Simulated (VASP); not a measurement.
Input of a VASP 6.6.1 run:

INCAR

```
SYSTEM = BN
PREC = Accurate
ENCUT = 520
EDIFF = 1E-7
ISMEAR = 0
SIGMA = 0.05
LREAL = .FALSE.
LASPH = .TRUE.
NELM = 100
ALGO = Normal
ISIF = 2
LWAVE = .FALSE.
LCHARG = .FALSE.
GGA = PS
NBANDS = 16
```

Contents of KPOINTS:

```
regular mesh
0
G
  12 12 4
  0 0 0
```

Contents of POSCAR:

```
BN
1.0
    2.4346984193      0.0000000000      0.0000000000
   -1.2173492096      2.1085106816      0.0000000000
    0.0000000000      0.0000000000      6.5896500000
B N
2 2
Direct
    0.0000000000      0.0000000000      0.5000000000
    0.3333333333      0.6666666667      0.0000000000
    0.0000000000      0.0000000000      0.0000000000
    0.6666666667      0.3333333333      0.5000000000
```

Potentials or basis: VASP PAW PBE potentials, release 64 (B, N).

The run is started by

```sh
$ cat potpaw_PBE.64/B/POTCAR potpaw_PBE.64/N/POTCAR > POTCAR
$ mpirun -np 1 vasp_std > vasp.out
```

Task: What does it give for the band gap on the k mesh?

Result: 4.40 eV, indirect (least direct gap 4.62 eV).

Task: Estimate the pressure.

Result: 23.8 GPa.

Stress tensor (GPa, compression positive):
```
35.30  0.00  0.00
 0.00 35.30  0.00
 0.00  0.00  0.88
```

Caveat: the cell differs from its parent crystal (strain -0.030 along x and y, -0.015 along z); the PAW data sets were made with another functional, which shifts forces and pressure a little; this functional lacks dispersion, which binds the layers, so the pressure and a relaxed spacing across them are unreliable. A k mesh can miss the band edges.
